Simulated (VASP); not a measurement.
# GaAs (I-4m2) in VASP: a series of runs, part 2 of 2

VASP 6.6.1.

## Step 3: Single point, PBEsol (strained cell)

INCAR reads:

```
SYSTEM = GaAs
ALGO = Normal ; EDIFF = 1E-6
ENCUT = 500 ; GGA = PS
GGA_COMPAT = .FALSE. ; ISIF = 2
ISMEAR = 0 ; LASPH = .TRUE.
LCHARG = .FALSE. ; LREAL = .FALSE.
LWAVE = .FALSE. ; NBANDS = 16
NELM = 120 ; PREC = Accurate
SIGMA = 0.02
```

KPOINTS reads:

```
k-points
0
G
  10 10 10
  0 0 0
```

POSCAR reads:

```
GaAs
1.0
    0.0000000000      2.7191670983      2.9265175732
    2.7191670983      0.0000000000      2.9265175732
    2.7191670983      2.7191670983      0.0000000000
Ga As
1 1
Direct
    0.0000000000      0.0000000000      0.0000000000
    0.2500000000      0.2500000000      0.2500000000
```

Potentials or basis: VASP PAW PBE potentials, release 64 (Ga_d, As).

Command:

```sh
cat potpaw_PBE.64/Ga_d/POTCAR potpaw_PBE.64/As/POTCAR > POTCAR
mpirun -np 1 vasp_std > vasp.out
```

OUTCAR:

```text
SYSTEM = GaAs
   EDIFF = 1E-6
   ENCUT = 500
   GGA = PS
   ISIF = 2
   ISMEAR = 0
   LASPH = .TRUE.
   LREAL = .FALSE.
   NELM = 120
   PREC = Accurate

 ion  position               nearest neighbor table
   1  0.000  0.000  0.000-   2 2.42   2 2.42   2 2.42   2 2.42
   2  0.250  0.250  0.250-   1 2.42   1 2.42   1 2.42   1 2.42

  LATTYP: Found a body centered tetragonal cell.
 ALAT       =     3.8454829888
 C/A-ratio  =     1.5220546193

  Lattice vectors:

 A1 = (  -2.7191670983,   0.0000000000,   2.9265175732)
 A2 = (   2.7191670983,   0.0000000000,   2.9265175732)
 A3 = (   0.0000000000,   2.7191670983,  -2.9265175732)

Analysis of symmetry for initial positions (statically):
=====================================================================
 Subroutine PRICEL returns:
 Original cell was already a primitive cell.

 Routine SETGRP: Setting up the symmetry group for a
 body centered tetragonal supercell.

 Subroutine GETGRP returns: Found  8 space group operations
 (whereof  8 operations were pure point group operations)
 out of a pool of 16 trial point group operations.

The static configuration has the point symmetry D_2d.

Analysis of symmetry for dynamics (positions and initial velocities):
[... 162 lines left out ...]
 val. band max:        4.3799064114   @ k =   0.0000   0.0000   0.0000
 cond. band min:       4.9543234613   @ k =   0.0000   0.0000   0.0000
 fundamental gap:      0.5744170499
 Fermi energy:         4.4842772075

 k-point     1 :       0.0000    0.0000    0.0000
  band No.  band energies     occupation
      1     -10.6564      2.00000
      2     -10.6374      2.00000
      3     -10.6374      2.00000
      4     -10.5581      2.00000
      5     -10.5519      2.00000
      6      -8.8416      2.00000
[... 433 lines left out ...]
      3     -10.5966      2.00000
      4     -10.5652      2.00000
      5     -10.5505      2.00000
      6      -7.1126      2.00000
[... 8 lines left out ...]
     15      16.8996      0.00000
     16      16.9091      0.00000

 [... further k-points ...]

------------------------ aborting loop because EDIFF is reached ----------------------------------------

  FORCE on cell =-STRESS in cart. coord.  units (eV):
  Direction    XX          YY          ZZ          XY          YZ          ZX
  --------------------------------------------------------------------------------------
  -------------------------------------------------------------------------------------
  Total        1.4448236      1.4448236      0.0525638      0.0000000      0.0000000      0.0000000
  in kB       53.4899860     53.4899860      1.9460054      0.0000000      0.0000000      0.0000000
  external PRESSURE =      36.3086591 kB  Pullay stress =       0.0000000 kB

 VOLUME and BASIS-vectors are now :
 -----------------------------------------------------------------------------
  energy-cutoff  :      500.00
  volume of cell :       43.28
      direct lattice vectors                 reciprocal lattice vectors
     0.000000000  2.719167098  2.926517573    -0.183879836  0.183879836  0.170851528
     2.719167098  0.000000000  2.926517573     0.183879836 -0.183879836  0.170851528
     2.719167098  2.719167098  0.000000000     0.183879836  0.183879836 -0.170851528

 POSITION                                       TOTAL-FORCE (eV/Angst)
 -----------------------------------------------------------------------------------
      0.00000      0.00000      0.00000         0.000000      0.000000      0.000000
      1.35958      1.35958      1.46326        -0.000000     -0.000000     -0.000000
 -----------------------------------------------------------------------------------
    total drift:                                0.000002      0.000002      0.000010

  FREE ENERGIE OF THE ION-ELECTRON SYSTEM (eV)
  ---------------------------------------------------
  free  energy   TOTEN  =        -9.0351156476 eV

  energy  without entropy=       -9.0351156476  energy(sigma->0) =       -9.03511565
```

OSZICAR:

```text
N       E                     dE             d eps       ncg     rms          rms(c)
DAV:   1     0.795006656102E+02    0.79501E+02   -0.87910E+03  3408   0.155E+03
DAV:   2    -0.292041575516E+01   -0.82421E+02   -0.78874E+02  3672   0.304E+02
DAV:   3    -0.915840668602E+01   -0.62380E+01   -0.62157E+01  4048   0.650E+01
DAV:   4    -0.924799712053E+01   -0.89590E-01   -0.89577E-01  4040   0.863E+00
DAV:   5    -0.924917179949E+01   -0.11747E-02   -0.11747E-02  4136   0.888E-01    0.308E+00
DAV:   6    -0.907228785933E+01    0.17688E+00   -0.23130E-01  5008   0.971E+00    0.182E+00
DAV:   7    -0.903679831390E+01    0.35490E-01   -0.65316E-02  4840   0.221E+00    0.543E-01
DAV:   8    -0.903493061761E+01    0.18677E-02   -0.98228E-03  4128   0.114E+00    0.124E-01
DAV:   9    -0.903507108420E+01   -0.14047E-03   -0.71593E-04  4104   0.315E-01    0.407E-02
DAV:  10    -0.903509768408E+01   -0.26600E-04   -0.56191E-05  4952   0.817E-02    0.217E-02
DAV:  11    -0.903511567867E+01   -0.17995E-04   -0.20506E-05  3792   0.480E-02    0.314E-03
DAV:  12    -0.903511564761E+01    0.31057E-07   -0.85917E-07  3224   0.154E-02
   1 F= -.90351156E+01 E0= -.90351156E+01  d E =-.335909E-16
```

stdout:

```text
POSCAR found type information on POSCAR GaAs
 POSCAR found :  2 types and       2 ions
 scaLAPACK will be used
 -----------------------------------------------------------------------------
|                                                                             |
|                                                                             |
|     You enforced a specific xc type in the INCAR file but a different       |
|     I HOPE YOU KNOW WHAT YOU ARE DOING!                                     |
|                                                                             |
 -----------------------------------------------------------------------------

 LDA part: xc-table for (Slater+PW92), standard interpolation
 POSCAR, INCAR and KPOINTS ok, starting setup
 FFT: planning ... GRIDC
 FFT: planning ... GRID_SOFT
 FFT: planning ... GRID
 WAVECAR not read
 entering main loop
```

Run time: 2 min. Hardware: 1 thread of Intel Xeon 8259CL, shared host; peak memory 0.18 GiB.

Results:

```yaml
Free_energy: -9.0351 eV
Pressure: 3.6 GPa
Band_gap_on_the_k_mesh: 0.57 eV
```

Stress tensor (GPa, compression positive):
```
5.35 0.00 0.00
0.00 5.35 0.00
0.00 0.00 0.19
```

Caveat: the cell differs from its parent crystal (strained cell); the stress differs along the axes, from 0 to 5 GPa; semilocal functionals underestimate gaps, and a narrow one can read as zero; the PAW data sets were made with another functional, which shifts forces and pressure a little.

## Step 4: Single point, PBEsol

INCAR reads:

```
SYSTEM = GaAs
  ALGO = Normal
  EDIFF = 1E-6
  ENCUT = 500
  GGA = PS
  GGA_COMPAT = .False.
  ISIF = 2
  ISMEAR = 0
  LASPH = .True.
  LCHARG = .True.
  LELF = .True.
  LREAL = .False.
  LVHAR = .True.
  LWAVE = .False.
  NBANDS = 16
  NELM = 120
  PREC = Accurate
  SIGMA = 0.01
```

KPOINTS reads:

```
k-points
0
Gamma
  10 10 10
  0 0 0
```

POSCAR is that of step 3.

Command:

```sh
cat potpaw_PBE.64/Ga_d/POTCAR potpaw_PBE.64/As/POTCAR > POTCAR
mpirun -np 1 vasp_std > vasp.out
```

Run time: 2.1 min. Hardware: 1 thread of Intel Xeon 8259CL, shared host; peak memory 0.18 GiB.

Results (log left out):

```yaml
Free_energy: -9.0351 eV
Pressure: 3.6 GPa
Band_gap_on_the_k_mesh: 0.57 eV
```

Stress tensor (GPa, compression positive):
```
5.35 0.00 0.00
0.00 5.35 0.00
0.00 0.00 0.19
```

Levels at points of the mesh, in eV from the valence-band top:
| k point | band 7 | band 8 | band 9 | band 10 | band 11 | band 12 |
| --- | --- | --- | --- | --- | --- | --- |
| (0.00, 0.00, 0.00) | -0.49 | 0.00 | 0.00 | 0.57 | 3.51 | 3.51 |
| (0.50, 0.00, 0.00) | -7.08 | -1.70 | -1.04 | 0.78 | 4.30 | 4.72 |
| (0.50, 0.50, 0.00) | -7.52 | -2.65 | -2.65 | 1.45 | 1.86 | 10.28 |
| (0.50, 0.00, 0.50) | -7.05 | -3.19 | -3.14 | 0.95 | 1.16 | 9.79 |

Caveat: the stress differs along the axes, from 0 to 5 GPa; semilocal functionals underestimate gaps, and a narrow one can read as zero; the PAW data sets were made with another functional, which shifts forces and pressure a little. A k mesh can miss the band edges.

## Step 5: Single point, PBEsol

INCAR reads:

```
ALGO     = Normal         # electronic algorithm
EDIFF    = 1E-6           # SCF threshold, eV
ENCUT    = 500            # plane-wave cutoff, eV
GGA      = PS             # functional
GGA_COMPAT= False        
ISIF     = 2              # what is computed and relaxed
ISMEAR   = 0              # smearing method
LASPH    = True           # aspherical terms in the spheres
LCHARG   = False          # write CHGCAR
LREAL    = False          # projectors in reciprocal space
LWAVE    = False          # write WAVECAR
NBANDS   = 16             # bands
NELM     = 120            # most SCF steps
PREC     = Accurate       # precision mode
SIGMA    = 0.01           # smearing width, eV
```

KPOINTS reads:

```
k-points
0
Gamma
  10 10 10
```

POSCAR is that of step 4.

Command:

```sh
cat potpaw_PBE.64/Ga_d/POTCAR potpaw_PBE.64/As/POTCAR > POTCAR
mpirun -np 1 vasp_std > vasp.out
```

It took 2 min on 1 thread of Intel Xeon 8259CL, shared host; peak memory 0.18 GiB.

It converged, with:

```
Free energy            : -9.0351 eV
Pressure               : 3.6 GPa
Band gap on the k mesh : 0.57 eV
```

Stress tensor (GPa, compression positive):
```
5.35 0.00 0.00
0.00 5.35 0.00
0.00 0.00 0.19
```

Levels at points of the mesh, in eV from the valence-band top:
```
           k point  band 7  band 8  band 9  band 10  band 11  band 12
(0.00, 0.00, 0.00)   -0.49    0.00    0.00     0.57     3.51     3.51
(0.50, 0.00, 0.00)   -7.08   -1.70   -1.04     0.78     4.30     4.72
(0.50, 0.50, 0.00)   -7.52   -2.65   -2.65     1.45     1.86    10.28
(0.50, 0.00, 0.50)   -7.05   -3.19   -3.14     0.95     1.16     9.79
```

Caveat: the stress differs along the axes, from 0 to 5 GPa; semilocal functionals underestimate gaps, and a narrow one can read as zero; the PAW data sets were made with another functional, which shifts forces and pressure a little. A k mesh can miss the band edges.

## Step 6: Summary

| cell | smearing | gap on the mesh (eV) | pressure (GPa) |
| --- | --- | --- | --- |
| a = 3.993, b = 3.993, c = 3.845 Å, angles 61.2, 61.2, 57.6°, 2 atoms | gaussian 0.02 eV | 0.59 | 3.7 |
| a = 3.995, b = 3.995, c = 3.845 Å, angles 61.2, 61.2, 57.5°, 2 atoms | gaussian 0.02 eV | 0.57 | 3.6 |
| a = 3.995, b = 3.995, c = 3.845 Å, angles 61.2, 61.2, 57.5°, 2 atoms | gaussian 0.01 eV | 0.57 | 3.6 |

Alike in all rows: task single point; level PBEsol; potentials or basis VASP PAW PBE potentials, release 64 (Ga_d, As); no spin polarisation; k mesh 10 × 10 × 10; cutoff (eV) 500.

Caveats: the stress differs along the axes, from 0 to 5 GPa; semilocal functionals underestimate gaps, and a narrow one can read as zero; the PAW data sets were made with another functional, which shifts forces and pressure a little.

Absolute energies hang on the potentials; compare differences alone.
